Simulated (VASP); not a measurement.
# AlSi16 (a cell with a defect) in VASP: single point with PBEsol

Aim: the single point of AlSi16 (a cell with a defect) with PBEsol.

All numbers are computed with VASP 6.6.1; they aren't measurements. Logs are shortened: lines on timing, memory, paths and dates and some standing lists are left out, and cuts for length are marked.

### Step 1. The cell of the first run

The cell holds a defect, 17 atoms: a = 7.679 Å, b = 7.679 Å, c = 7.679 Å, α = 60.00°, β = 60.00°, γ = 60.00°.

### Step 2. Single point, PBEsol, collinear spin, ferromagnetic start

File INCAR:

```
PREC = Accurate
ENCUT = 520
EDIFF = 1E-7
ISMEAR = -1
SIGMA = 0.02
LREAL = Auto
LASPH = T
NELM = 150
ALGO = Normal
ISIF = 2
LWAVE = F
LCHARG = T
ISPIN = 2
MAGMOM = 0 0 0 0 0 0 0 0 0 0 0 0 0 0 0 0 1
LORBIT = 11
GGA = PS
LELF = T
LVHAR = T
NBANDS = 52
```

File KPOINTS:

```
Automatic mesh
0
Gamma
  2 2 2
```

File POSCAR:

```
AlSi16
1.0
    0.0000000000      5.4300000000      5.4300000000
    5.4300000000      0.0000000000      5.4300000000
    5.4300000000      5.4300000000      0.0000000000
Si Al
16 1
Direct
    0.0152070299     -0.0182668674      0.0016243807
    0.1363264609      0.1193955091      0.1239258112
    0.0043598279     -0.0021166177      0.4989757928
    0.1363383948      0.1193815001      0.6205409277
    0.0151758824      0.5004763767      0.0015633858
    0.1378201939      0.6199489863      0.1212313345
    0.0151644589      0.5004602959      0.4830163063
    0.1363748296      0.6228719046      0.6204778645
    0.5112685722     -0.0029259097     -0.0062108655
    0.6345478296      0.1195747717      0.1230173080
    0.5112801037     -0.0029305223      0.4980303064
    0.6332471163      0.1216669445      0.6226278822
    0.4995203299      0.4994910458      0.0005938595
    0.6345342360      0.6220611083      0.1229726793
    0.5113142523      0.4928325624      0.4980099170
    0.6345247853      0.6220493276      0.6206220784
   -0.1114132037      0.3696267841      0.8710197313
```

Potentials or basis: VASP PAW PBE potentials, release 64 (Si, Al).

Command:

```console
> cat potpaw_PBE.64/Si/POTCAR potpaw_PBE.64/Al/POTCAR > POTCAR
> mpirun -np 1 vasp_std > vasp.out
```

OUTCAR:

```text
PREC = Accurate
   ENCUT = 520
   EDIFF = 1E-7
   ISMEAR = -1
   LREAL = Auto
   LASPH = T
   NELM = 150
   ISIF = 2
   ISPIN = 2
   LORBIT = 11
   GGA = PS

 ion  position               nearest neighbor table
   1  0.015  0.982  0.002-   6 2.27  10 2.39   4 2.39   2 2.39  17 2.43
   2  0.136  0.119  0.124-   9 2.35   3 2.35   5 2.39   1 2.39  17 2.72
   3  0.004  0.998  0.499-  12 2.33   8 2.35   4 2.35   2 2.35
   4  0.136  0.119  0.621-  11 2.35   3 2.35   7 2.39   1 2.39  17 2.72
   5  0.015  0.500  0.002-   6 2.27  14 2.39   2 2.39   8 2.39  17 2.43
   6  0.138  0.620  0.121-  13 2.27   1 2.27   5 2.27   7 2.27
   7  0.015  0.500  0.483-   6 2.27  16 2.39   4 2.39   8 2.39  17 2.43
   8  0.136  0.623  0.620-  15 2.35   3 2.35   7 2.39   5 2.39  17 2.72
   9  0.511  0.997  0.994-  12 2.33   2 2.35  10 2.35  14 2.35
  10  0.635  0.120  0.123-   9 2.35  11 2.35  13 2.38   1 2.39  17 2.74
  11  0.511  0.997  0.498-  12 2.33   4 2.35  10 2.35  16 2.35
  12  0.633  0.122  0.623-   3 2.33   9 2.33  11 2.33  15 2.33
  13  0.500  0.499  0.001-   6 2.27  10 2.38  14 2.38  16 2.38  17 2.44
  14  0.635  0.622  0.123-   9 2.35  15 2.35  13 2.38   5 2.39  17 2.74
  15  0.511  0.493  0.498-  12 2.33   8 2.35  14 2.35  16 2.35
  16  0.635  0.622  0.621-  11 2.35  15 2.35  13 2.38   7 2.39  17 2.74
  17  0.889  0.370  0.871-   1 2.43   5 2.43   7 2.43  13 2.44   2 2.72   4 2.72   8 2.72  10 2.74
                            14 2.74  16 2.74

  LATTYP: Found a face centered cubic cell.
 ALAT       =    10.8600000000

  Lattice vectors:

 A1 = (   0.0000000000,   5.4300000000,   5.4300000000)
 A2 = (   5.4300000000,   0.0000000000,   5.4300000000)
 A3 = (   5.4300000000,   5.4300000000,   0.0000000000)

Analysis of symmetry for initial positions (statically):
=====================================================================
 Subroutine PRICEL returns:
 Original cell was already a primitive cell.

 Routine SETGRP: Setting up the symmetry group for a
 face centered cubic supercell.

 Subroutine GETGRP returns: Found  1 space group operations
 (whereof  1 operations were pure point group operations)
 out of a pool of 48 trial point group operations.

The static configuration has the point symmetry C_1 .

Analysis of symmetry for dynamics (positions and initial velocities):
=====================================================================
 Subroutine PRICEL returns:
 Original cell was already a primitive cell.

 Routine SETGRP: Setting up the symmetry group for a
 face centered cubic supercell.

 Subroutine GETGRP returns: Found  1 space group operations
 (whereof  1 operations were pure point group operations)
 out of a pool of 48 trial point group operations.

The dynamic configuration has the point symmetry C_1 .

Analysis of structural, dynamic, and magnetic symmetry:
=====================================================================
 Subroutine PRICEL returns:
 Original cell was already a primitive cell.

 Routine SETGRP: Setting up the symmetry group for a
 face centered cubic supercell.

 Subroutine GETGRP returns: Found  1 space group operations
 (whereof  1 operations were pure point group operations)
 out of a pool of 48 trial point group operations.

The overall configuration has the point symmetry C_1 .

 Subroutine INISYM returns: Found  1 space group operations
 (whereof  1 operations are pure point group operations),
 and found     1 'primitive' translations

----------------------------------------------------------------------------------------

                                     Primitive cell

  volume of cell :     320.2060

  direct lattice vectors                    reciprocal lattice vectors
     0.000000000  5.430000000  5.430000000    -0.092081031  0.092081031  0.092081031
     5.430000000  0.000000000  5.430000000     0.092081031 -0.092081031  0.092081031
     5.430000000  5.430000000  0.000000000     0.092081031  0.092081031 -0.092081031

  length of vectors
[... 78 lines left out ...]
   number of dos      NEDOS =    301   number of ions     NIONS =     17
   total plane-waves  NPLWV = 216000
   dimension x,y,z NGX =    60 NGY =   60 NGZ =   60
   dimension x,y,z NGXF=   120 NGYF=  120 NGZF=  120
   ions per type =              16   1
   NGX,Y,Z   is equivalent  to a cutoff of  12.99, 12.99, 12.99 a.u.
   NGXF,Y,Z  is equivalent  to a cutoff of  25.98, 25.98, 25.98 a.u.
 SYSTEM =  unknown system
   PREC   = accura    normal or accurate (medium, high low for compatibility)
   ISTART =      0    job   : 0-new  1-cont  2-samecut
   ICHARG =      2    charge: 1-file 2-atom 10-const
   ISPIN  =      2    spin polarized calculation?
   LNONCOLLINEAR =      F non collinear calculations
   LSORBIT =      F    spin-orbit coupling
   LASPH  =      T    aspherical Exc in radial PAW
   ENCUT  =  520.0 eV  38.22 Ry    6.18 a.u.  14.28 14.28 14.28*2*pi/ulx,y,z
   NELM   =    150;   NELMIN=  2; NELMDL= -5     # of ELM steps
   EDIFF  = 0.1E-06   stopping-criterion for ELM
   LREAL  =      T    real-space projection
   EDIFFG = 0.1E-05   stopping-criterion for IOM
   NSW    =      0    number of steps for IOM
   IBRION =     -1    ionic relax: 0-MD 1-quasi-New 2-CG
   NFREE  =      0    steps in history (QN), initial steepest desc. (CG)
   ISIF   =      2    stress and relaxation
   ISYM   =      2    0-nonsym 1-usesym 2-fastsym
   POTIM  = 0.5000    time-step for ionic-motion
   TEBEG  =    0.0;   TEEND  =   0.0 temperature during run
   PSTRESS=    0.0 pullay stress
   NELECT =      67.0000    total number of electrons
   NUPDOWN=      -1.0000    fix difference up-down
   EMIN   =  10.00;   EMAX   =-10.00  energy-range for DOS
   EFERMI =   0.00;   METHOD = LEGACY
   ISMEAR =    -1;   SIGMA  =   0.02  broadening in eV -4-tet -1-fermi 0-gaus
   EFERMI_NEDOS =   21; number of points for ismear=-14 and -15
   IALGO  =     38    algorithm
   IMIX   =      4    mixing-type and parameters
     AMIX     =   0.40;   BMIX     =  1.00
     AMIX_MAG =   1.60;   BMIX_MAG =  1.00
  volume/ion in A,a.u.               =      18.84       127.11
  Fermi-wavevector in a.u.,A,eV,Ry     =   0.971904  1.836632 12.852022  0.944597
  Thomas-Fermi vector in A             =   2.102159
   LORBIT       =     11    0 simple, 1 ext, 2 COOP (PROOUT), +10 PAW based schemes
   GGA     = PS    functional components
   LHFCALC =     F    Hartree Fock is set to
   AEXX    =    0.0000 exact exchange contribution
   IVDW    =     0    specifies the selected vdW correction
   LEPSILON=     F    determine dielectric tensor
   LRPA    =     F    only Hartree local field effects (RPA)
 spin polarized calculation
  energy-cutoff  :      520.00
  volume of cell :      320.21
 maximum number of plane-waves:      8646
 NGX is ok and might be reduce to    60
   NGX = 29   NGY = 29   NGZ = 29

 number of electron      67.0000000 magnetization      -0.0078566

 number of electron      67.0000000 magnetization       0.0055612

 Free energy of the ion-electron system (eV)
  ---------------------------------------------------
  ext. energy  EPLUGINS =         0.00000000
  ---------------------------------------------------
  free energy    TOTEN  =       -92.54585094 eV

  energy without entropy =      -92.53890244  energy(sigma->0) =      -92.54237669

 E-fermi :   6.7518     XC(G=0):  -9.7877

 val. band max:        6.7511417573   @ k =   0.0000   0.0000   0.0000
 cond. band min:       6.7523941717   @ k =   0.0000   0.0000   0.0000
 fundamental gap:      0.0012524144
 Fermi energy:         6.7517766089

 spin component 1

 k-point     1 :       0.0000    0.0000    0.0000
  band No.  band energies     occupation
      1      -6.0736      1.00000
      2      -3.6021      1.00000
      3      -3.5906      1.00000
      4      -3.5887      1.00000
      5      -3.5883      1.00000
      6      -2.4681      1.00000
[... 373 lines left out ...]
     44      10.2436      0.00000
     45      10.3806      0.00000
 Fermi energy:         6.7517766089

 spin component 2

 k-point     1 :       0.0000    0.0000    0.0000
  band No.  band energies     occupation
      1      -6.0733      1.00000
      2      -3.6019      1.00000
      3      -3.5904      1.00000
      4      -3.5885      1.00000
      5      -3.5880      1.00000
      6      -2.4679      1.00000
[... 373 lines left out ...]
     44      10.2442      0.00000
     45      10.3812      0.00000
 [bands above 45 left out]

------------------------ aborting loop because EDIFF is reached ----------------------------------------

  FORCE on cell =-STRESS in cart. coord.  units (eV):
  Direction    XX          YY          ZZ          XY          YZ          ZX
  --------------------------------------------------------------------------------------
  -------------------------------------------------------------------------------------
  Total        7.2291427      7.2290906      7.2344443      0.0075331     -0.0180977      0.0193148
  in kB       36.1716145     36.1713539     36.1981418      0.0376925     -0.0905535      0.0966432
  external PRESSURE =      36.1803700 kB  Pullay stress =       0.0000000 kB

 VOLUME and BASIS-vectors are now :
 -----------------------------------------------------------------------------
  energy-cutoff  :      520.00
  volume of cell :      320.21
      direct lattice vectors                 reciprocal lattice vectors
     0.000000000  5.430000000  5.430000000    -0.092081031  0.092081031  0.092081031
     5.430000000  0.000000000  5.430000000     0.092081031 -0.092081031  0.092081031
     5.430000000  5.430000000  0.000000000     0.092081031  0.092081031 -0.092081031

 POSITION                                       TOTAL-FORCE (eV/Angst)
 -----------------------------------------------------------------------------------
      5.33963      0.09139      5.41339         0.009880     -0.011265      0.007852
      1.32123      1.41317      1.38857         0.002792      0.011635     -0.003012
      8.12795      2.73311      5.44218        -0.011560      0.011702      0.011865
      4.01778      4.10985      1.38856        -0.011035     -0.003093     -0.002478
      2.72608      0.09089      2.79999        -0.008443     -0.012823     -0.010143
      4.02461      1.40665      4.11469         0.009535     -0.008726     -0.011855
[... 9 lines left out ...]
      6.74771      6.81545      6.82320        -0.016460     -0.019243      0.013737
      6.73671      9.55466      6.83210         0.018678     -0.020099     -0.012982
 -----------------------------------------------------------------------------------
    total drift:                               -0.005550      0.004329      0.014977

  FREE ENERGIE OF THE ION-ELECTRON SYSTEM (eV)
  ---------------------------------------------------
  free  energy   TOTEN  =       -92.5458509440 eV

  energy  without entropy=      -92.5389024383  energy(sigma->0) =      -92.54237669

 total charge

# of ion       s       p       d       tot
------------------------------------------
    1        0.760   0.947   0.000   1.707
    2        0.744   0.927   0.000   1.670
    3        0.747   0.946   0.000   1.693
    4        0.744   0.927   0.000   1.670
    5        0.760   0.947   0.000   1.707
    6        0.763   0.989   0.000   1.752
[... 9 lines left out ...]
   16        0.744   0.927   0.000   1.671
   17        0.505   0.337   0.000   0.842
--------------------------------------------------
tot         12.492  15.432   0.000  27.924

 magnetization (x)

# of ion       s       p       d       tot
------------------------------------------
    1       -0.000   0.000   0.000   0.000
    2        0.000  -0.000   0.000   0.000
    3       -0.000   0.000   0.000   0.000
    4        0.000  -0.000   0.000   0.000
    5       -0.000   0.000   0.000   0.000
    6       -0.000  -0.000   0.000  -0.000
[... 9 lines left out ...]
   16        0.000  -0.000   0.000   0.000
   17       -0.000  -0.000   0.000  -0.000
--------------------------------------------------
tot          0.000   0.000   0.000   0.001
```

Run time: 6.9 min. Hardware: 1 thread of AMD EPYC 9R45 (Zen 5), shared host; peak memory 0.67 GiB.

What came out:

* Free energy: -92.5459 eV
* Pressure: 3.6 GPa
* Largest force: 0.032 eV/Å
* Net moment: 0.01 μB per cell
* Valence electrons inside the program's atomic spheres: Si 1.71, 1.67, 1.69, 1.75, 1.70; Al 0.84

Forces on the atoms (eV/Å):
```
Si   0.010 -0.011  0.008
Si   0.003  0.012 -0.003
Si  -0.012  0.012  0.012
Si  -0.011 -0.003 -0.002
Si  -0.008 -0.013 -0.010
Si   0.010 -0.009 -0.012
Si   0.013  0.009 -0.011
Si   0.003 -0.003  0.006
Si  -0.003 -0.004  0.002
Si  -0.016  0.017 -0.022
Si   0.004  0.003  0.002
Si  -0.007  0.006  0.009
Si  -0.006  0.005  0.011
Si   0.020  0.017  0.014
Si  -0.002  0.003 -0.003
Si  -0.016 -0.019  0.014
Al   0.019 -0.020 -0.013
```

Caveat: the k points lie up to 0.50 Å⁻¹ apart; the PAW data sets were made with another functional, which shifts forces and pressure a little.
